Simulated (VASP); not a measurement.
# GaSb (I-4m2) in VASP: a series of runs

Runs on GaSb. Level: PBE. Tasks: single point.

Program: VASP 6.6.1. These are calculated values, not measurements. Logs are shortened: lines on timing, memory, paths and dates and some standing lists are left out, and cuts for length are marked.

## Step 1: The cell of the first run

Symmetry: I-4m2, No. 119, tetragonal system. The conventional cell has a = 4.394 Å, b = 4.394 Å, c = 6.369 Å, α = 90.00°, β = 90.00°, γ = 90.00°. Ga (site symmetry -4m2) has 4 Sb at 2.71 Å within 3.6 Å. Within 3.6 Å of Sb (site symmetry -4m2) lie 4 Ga at 2.71 Å.

## Step 2: Single point, PBE (strain +0.000 along x and y, +0.025 along z)

INCAR

```
SYSTEM = GaSb
PREC     = Accurate       ! precision mode
ENCUT    = 520            ! plane-wave cutoff, eV
EDIFF    = 1E-6           ! SCF threshold, eV
ISMEAR   = 0              ! smearing method
SIGMA    = 0.15           ! smearing width, eV
LREAL    = .FALSE.        ! projectors in reciprocal space
LASPH    = .TRUE.         ! aspherical terms in the spheres
NELM     = 60             ! most SCF steps
ALGO     = Normal         ! electronic algorithm
ISIF     = 2              ! what is computed and relaxed
LWAVE    = .FALSE.        ! write WAVECAR
LCHARG   = .TRUE.         ! write CHGCAR
GGA      = PE             ! functional
LELF     = .TRUE.         ! ELF
LVHAR    = .TRUE.       
NBANDS   = 16             ! bands
```

KPOINTS

```
Automatic mesh
0
G
  16 16 16
  0 0 0
```

POSCAR

```
GaSb
1.0
    0.0000000000      3.1069206317      3.1845936475
    3.1069206317      0.0000000000      3.1845936475
    3.1069206317      3.1069206317      0.0000000000
Ga Sb
1 1
Direct
    0.0000000000      0.0000000000      0.0000000000
    0.7500000000      0.7500000000      0.7500000000
```

Potentials or basis: VASP PAW PBE potentials, release 64 (Ga_d, Sb).

Launch:

```
$ cat potpaw_PBE.64/Ga_d/POTCAR potpaw_PBE.64/Sb/POTCAR > POTCAR
$ mpirun -np 1 vasp_std > vasp.out
```

OUTCAR:

```text
SYSTEM = GaSb
   PREC = Accurate
   ENCUT = 520
   EDIFF = 1E-6
   ISMEAR = 0
   LREAL = .FALSE.
   LASPH = .TRUE.
   NELM = 60
   ISIF = 2
   GGA = PE

 ion  position               nearest neighbor table
   1  0.000  0.000  0.000-   2 2.71   2 2.71   2 2.71   2 2.71
   2  0.750  0.750  0.750-   1 2.71   1 2.71   1 2.71   1 2.71

  LATTYP: Found a body centered tetragonal cell.
 ALAT       =     4.3938492946
 C/A-ratio  =     1.4495689014

  Lattice vectors:

 A1 = (  -3.1069206317,   0.0000000000,   3.1845936475)
 A2 = (   3.1069206317,   0.0000000000,   3.1845936475)
 A3 = (   0.0000000000,   3.1069206317,  -3.1845936475)

Analysis of symmetry for initial positions (statically):
=====================================================================
 Subroutine PRICEL returns:
 Original cell was already a primitive cell.

 Routine SETGRP: Setting up the symmetry group for a
 body centered tetragonal supercell.

 Subroutine GETGRP returns: Found  8 space group operations
 (whereof  8 operations were pure point group operations)
 out of a pool of 16 trial point group operations.

The static configuration has the point symmetry D_2d.

Analysis of symmetry for dynamics (positions and initial velocities):
=====================================================================
 Subroutine PRICEL returns:
 Original cell was already a primitive cell.

 Routine SETGRP: Setting up the symmetry group for a
 body centered tetragonal supercell.

 Subroutine GETGRP returns: Found  8 space group operations
 (whereof  8 operations were pure point group operations)
 out of a pool of 16 trial point group operations.

The dynamic configuration has the point symmetry D_2d.

 Subroutine INISYM returns: Found  8 space group operations
 (whereof  8 operations are pure point group operations),
 and found     1 'primitive' translations

----------------------------------------------------------------------------------------

                                     Primitive cell

  volume of cell :      61.4815

  direct lattice vectors                    reciprocal lattice vectors
     0.000000000  3.106920632  3.184593647    -0.160931050  0.160931050  0.157005903
     3.106920632  0.000000000  3.184593647     0.160931050 -0.160931050  0.157005903
     3.106920632  3.106920632  0.000000000     0.160931050  0.160931050 -0.157005903

  length of vectors
     4.449111429  4.449111429  4.393849295     0.276493145  0.276493145  0.276493145

  position of ions in fractional coordinates (direct lattice)
     0.000000000  0.000000000  0.000000000
     0.750000000  0.750000000  0.750000000

[... 78 lines left out ...]
   EDIFFG = 0.1E-04   stopping-criterion for IOM
   NSW    =      0    number of steps for IOM
   IBRION =     -1    ionic relax: 0-MD 1-quasi-New 2-CG
   NFREE  =      0    steps in history (QN), initial steepest desc. (CG)
   ISIF   =      2    stress and relaxation
   ISYM   =      2    0-nonsym 1-usesym 2-fastsym
   POTIM  = 0.5000    time-step for ionic-motion
   TEBEG  =    0.0;   TEEND  =   0.0 temperature during run
   PSTRESS=    0.0 pullay stress
   NELECT =      18.0000    total number of electrons
   NUPDOWN=      -1.0000    fix difference up-down
   EMIN   =  10.00;   EMAX   =-10.00  energy-range for DOS
   EFERMI =   0.00;   METHOD = LEGACY
   ISMEAR =     0;   SIGMA  =   0.15  broadening in eV -4-tet -1-fermi 0-gaus
   EFERMI_NEDOS =   21; number of points for ismear=-14 and -15
   IALGO  =     38    algorithm
   IMIX   =      4    mixing-type and parameters
     AMIX     =   0.40;   BMIX     =  1.00
     AMIX_MAG =   1.60;   BMIX_MAG =  1.00
  volume/ion in A,a.u.               =      30.74       207.45
  Fermi-wavevector in a.u.,A,eV,Ry     =   1.087053  2.054233 16.077802  1.181685
  Thomas-Fermi vector in A             =   2.223204
   LORBIT       =      0    0 simple, 1 ext, 2 COOP (PROOUT), +10 PAW based schemes
   GGA     = PE    functional components
   LHFCALC =     F    Hartree Fock is set to
   AEXX    =    0.0000 exact exchange contribution
   IVDW    =     0    specifies the selected vdW correction
   LEPSILON=     F    determine dielectric tensor
   LRPA    =     F    only Hartree local field effects (RPA)
 non-spin polarized calculation
 Gauss-broadening in eV      SIGMA  =   0.15
  energy-cutoff  :      520.00
  volume of cell :       61.48
 maximum number of plane-waves:      1688
 NGX is ok and might be reduce to    36
   NGX = 17   NGY = 17   NGZ = 17

 number of electron      17.9999998 magnetization

 Free energy of the ion-electron system (eV)
  ---------------------------------------------------
  ext. energy  EPLUGINS =         0.00000000
  ---------------------------------------------------
  free energy    TOTEN  =        -7.36606584 eV

  energy without entropy =       -7.36575984  energy(sigma->0) =       -7.36591284

 E-fermi :   4.2925     XC(G=0):  -8.7825

 val. band max:        4.2135021675   @ k =   0.0000   0.0000   0.0000
 cond. band min:       4.4246643901   @ k =   0.5000   0.0000   0.0000
 fundamental gap:      0.2111622226
 Fermi energy:         4.2924603717

 k-point     1 :       0.0000    0.0000    0.0000
  band No.  band energies     occupation
      1     -10.7426      2.00000
      2     -10.7390      2.00000
      3     -10.7390      2.00000
      4     -10.7024      2.00000
      5     -10.6988      2.00000
      6      -6.8347      2.00000
[... 433 lines left out ...]
      3     -10.7382      2.00000
      4     -10.7027      2.00000
      5     -10.6987      2.00000
      6      -6.7356      2.00000
[... 8 lines left out ...]
     15      11.9544      0.00000
     16      12.1842      0.00000

 [... further k-points ...]

------------------------ aborting loop because EDIFF is reached ----------------------------------------

  FORCE on cell =-STRESS in cart. coord.  units (eV):
  Direction    XX          YY          ZZ          XY          YZ          ZX
  --------------------------------------------------------------------------------------
  -------------------------------------------------------------------------------------
  Total       -0.2412874     -0.2412874     -0.6448366      0.0000000     -0.0000000      0.0000000
  in kB       -6.2878303     -6.2878303    -16.8041265      0.0000000     -0.0000000      0.0000000
  external PRESSURE =      -9.7932623 kB  Pullay stress =       0.0000000 kB

 VOLUME and BASIS-vectors are now :
 -----------------------------------------------------------------------------
  energy-cutoff  :      520.00
  volume of cell :       61.48
      direct lattice vectors                 reciprocal lattice vectors
     0.000000000  3.106920632  3.184593647    -0.160931050  0.160931050  0.157005903
     3.106920632  0.000000000  3.184593647     0.160931050 -0.160931050  0.157005903
     3.106920632  3.106920632  0.000000000     0.160931050  0.160931050 -0.157005903

 POSITION                                       TOTAL-FORCE (eV/Angst)
 -----------------------------------------------------------------------------------
      0.00000      0.00000      0.00000        -0.000000     -0.000000      0.000000
      4.66038      4.66038      4.77689         0.000000      0.000000      0.000000
 -----------------------------------------------------------------------------------
    total drift:                               -0.000001     -0.000001     -0.000001

  FREE ENERGIE OF THE ION-ELECTRON SYSTEM (eV)
  ---------------------------------------------------
  free  energy   TOTEN  =        -7.3660658402 eV

  energy  without entropy=       -7.3657598358  energy(sigma->0) =       -7.36591284
```

stdout:

```text
POSCAR found type information on POSCAR GaSb
 POSCAR found :  2 types and       2 ions
 scaLAPACK will be used
 LDA part: xc-table for (Slater+PW92), standard interpolation
 POSCAR, INCAR and KPOINTS ok, starting setup
 FFT: planning ... GRIDC
 FFT: planning ... GRID_SOFT
 FFT: planning ... GRID
 WAVECAR not read
 entering main loop
```

It took 4.5 min on 1 thread of Intel Xeon Platinum 8488C (Sapphire Rapids), shared host; peak memory 0.48 GiB.

What came out:

```yaml
Free_energy: -7.3661 eV
Pressure: -1.0 GPa
Band_gap_on_the_k_mesh: zero (filled and empty bands touch)
```

Levels at points of the mesh, in eV from the Fermi level:
| k point | band 5 | band 6 | band 7 | band 8 | band 9 | band 10 | band 11 | band 12 | band 13 | band 14 |
| --- | --- | --- | --- | --- | --- | --- | --- | --- | --- | --- |
| (0.00, 0.00, 0.00) | -14.99 | -11.13 | -0.59 | -0.22 | -0.08 | -0.08 | 2.65 | 2.65 | 2.72 | 5.61 |
| (0.50, 0.00, 0.00) | -14.99 | -9.68 | -6.16 | -1.26 | -1.08 | 0.13 | 3.57 | 3.68 | 6.38 | 8.74 |
| (0.50, 0.50, 0.00) | -14.99 | -9.00 | -6.69 | -2.37 | -2.37 | 0.97 | 1.35 | 8.08 | 8.08 | 9.29 |
| (0.50, 0.00, 0.50) | -14.99 | -8.93 | -6.59 | -2.51 | -2.49 | 0.79 | 1.21 | 8.07 | 8.09 | 9.35 |

Caveat: the cell differs from its parent crystal (strain +0.000 along x and y, +0.025 along z); semilocal functionals underestimate gaps, and a narrow one can read as zero; spin-orbit coupling is left out, which moves the levels of the heavy elements.

## Step 3: Single point, PBE (strain +0.000 along x and y, +0.050 along z)

Edit INCAR of step 2 so:

```diff
@@ -12,6 +12,4 @@
 LWAVE    = .FALSE.        ! write WAVECAR
-LCHARG   = .TRUE.         ! write CHGCAR
+LCHARG   = .FALSE.        ! write CHGCAR
 GGA      = PE             ! functional
-LELF     = .TRUE.         ! ELF
-LVHAR    = .TRUE.       
 NBANDS   = 16             ! bands
```

KPOINTS is that of step 2.

POSCAR

```
GaSb
1.0
    0.0000000000      3.1069206317      3.2622666633
    3.1069206317      0.0000000000      3.2622666633
    3.1069206317      3.1069206317      0.0000000000
Ga Sb
1 1
Direct
    0.0000000000      0.0000000000      0.0000000000
    0.7500000000      0.7500000000      0.7500000000
```

Potentials or basis: VASP PAW PBE potentials, release 64 (Ga_d, Sb).

Launch:

```
$ cat potpaw_PBE.64/Ga_d/POTCAR potpaw_PBE.64/Sb/POTCAR > POTCAR
$ mpirun -np 1 vasp_std > vasp.out
```

OUTCAR:

```text
SYSTEM = GaSb
   PREC = Accurate
   ENCUT = 520
   EDIFF = 1E-6
   ISMEAR = 0
   LREAL = .FALSE.
   LASPH = .TRUE.
   NELM = 60
   ISIF = 2
   GGA = PE

 ion  position               nearest neighbor table
   1  0.000  0.000  0.000-   2 2.74   2 2.74   2 2.74   2 2.74
   2  0.750  0.750  0.750-   1 2.74   1 2.74   1 2.74   1 2.74

  LATTYP: Found a body centered tetragonal cell.
 ALAT       =     4.3938492946
 C/A-ratio  =     1.4849242405

  Lattice vectors:

[... 645 lines left out ...]

  FORCE on cell =-STRESS in cart. coord.  units (eV):
  Direction    XX          YY          ZZ          XY          YZ          ZX
  --------------------------------------------------------------------------------------
  -------------------------------------------------------------------------------------
  Total       -0.4646887     -0.4646887     -1.2929102      0.0000000     -0.0000000      0.0000000
  in kB      -11.8212380    -11.8212380    -32.8904010      0.0000000     -0.0000000      0.0000000
  external PRESSURE =     -18.8442923 kB  Pullay stress =       0.0000000 kB

 VOLUME and BASIS-vectors are now :
 -----------------------------------------------------------------------------
  energy-cutoff  :      520.00
  volume of cell :       62.98
      direct lattice vectors                 reciprocal lattice vectors
     0.000000000  3.106920632  3.262266663    -0.160931050  0.160931050  0.153267667
     3.106920632  0.000000000  3.262266663     0.160931050 -0.160931050  0.153267667
     3.106920632  3.106920632  0.000000000     0.160931050  0.160931050 -0.153267667

 POSITION                                       TOTAL-FORCE (eV/Angst)
 -----------------------------------------------------------------------------------
      0.00000      0.00000      0.00000         0.000000      0.000000     -0.000000
      4.66038      4.66038      4.89340        -0.000000     -0.000000      0.000000
 -----------------------------------------------------------------------------------
    total drift:                               -0.000001     -0.000001     -0.000002

  FREE ENERGIE OF THE ION-ELECTRON SYSTEM (eV)
  ---------------------------------------------------
  free  energy   TOTEN  =        -7.3427035278 eV

  energy  without entropy=       -7.3421647087  energy(sigma->0) =       -7.34243412
```

stdout:

```text
POSCAR found type information on POSCAR GaSb
 POSCAR found :  2 types and       2 ions
 scaLAPACK will be used
 LDA part: xc-table for (Slater+PW92), standard interpolation
 POSCAR, INCAR and KPOINTS ok, starting setup
 FFT: planning ... GRIDC
 FFT: planning ... GRID_SOFT
 FFT: planning ... GRID
 WAVECAR not read
 entering main loop
```

Wall time 4.6 min (1 thread of Intel Xeon Platinum 8488C (Sapphire Rapids), shared host); peak memory 0.49 GiB.

What came out:

```yaml
Free_energy: -7.3427 eV
Pressure: -1.9 GPa
Band_gap_on_the_k_mesh: zero (filled and empty bands touch)
```

Caveat: the cell differs from its parent crystal (strain +0.000 along x and y, +0.050 along z); semilocal functionals underestimate gaps, and a narrow one can read as zero; spin-orbit coupling is left out, which moves the levels of the heavy elements.

[end of part 1 of 2]

The gap in the log of VASP goes by the Fermi energy; the results here count the filled bands.